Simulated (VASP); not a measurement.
Input of a VASP 6.6.1 run:

Contents of POSCAR:

```
BN
1.0
    1.2284722652      0.7092581808      3.3118719607
   -1.2284722652      0.7092581808      3.3118719607
    0.0000000000     -1.4185173435      3.3118719607
B N
1 1
Direct
    0.9996710000      0.9996710000      0.9996710000
    0.3327620000      0.3327620000      0.3327620000
```

File INCAR.step1:

```
  PREC = Accurate
  ENCUT = 520
  ISMEAR = 0
  SIGMA = 0.01
  LREAL = False
  LASPH = True
  NELM = 100
  NBANDS = 11
  GGA = PE
  ALGO = Normal
  EDIFF = 1E-4
  LWAVE = True
  LCHARG = False
```

The input INCAR.step2:

```
  PREC = Accurate
  ENCUT = 520
  EDIFF = 1E-7
  ISMEAR = 0
  SIGMA = 0.01
  LREAL = False
  LASPH = True
  NELM = 100
  ALGO = Normal
  ISIF = 2
  LWAVE = False
  LCHARG = False
  METAGGA = R2SCAN
  LMIXTAU = True
  IVDW = 13
  VDW_S6 = 1.0
  VDW_S8 = 0.6018749
  VDW_A1 = 0.51559235
  VDW_A2 = 5.77342911
  NBANDS = 11
  ISTART = 1
```

KPOINTS

```
Automatic mesh
0
Gamma
  10 10 10
```

Potentials or basis: VASP PAW PBE potentials, release 64 (B, N).

Launch:

```sh
$ cat potpaw_PBE.64/B/POTCAR potpaw_PBE.64/N/POTCAR > POTCAR
$ cp INCAR.step1 INCAR
$ mpirun -np 1 vasp_std > vasp.out
$ cp INCAR.step2 INCAR
$ mpirun -np 1 vasp_std > vasp.out
```

Q: Predict the band gap on the k mesh.

A: 4.86 eV, indirect (least direct gap 5.76 eV).

Q: Predict the dispersion energy per atom.

A: -0.071 eV.

Forces in eV/Å, atoms in the order of the input:
```
B    0.000  0.000 -0.004
N    0.000  0.000  0.004
```

Caveat: the PAW data sets were made with another functional, which shifts forces and pressure a little. r2SCAN opens gaps a little over a GGA but as a rule still falls short of measured ones.
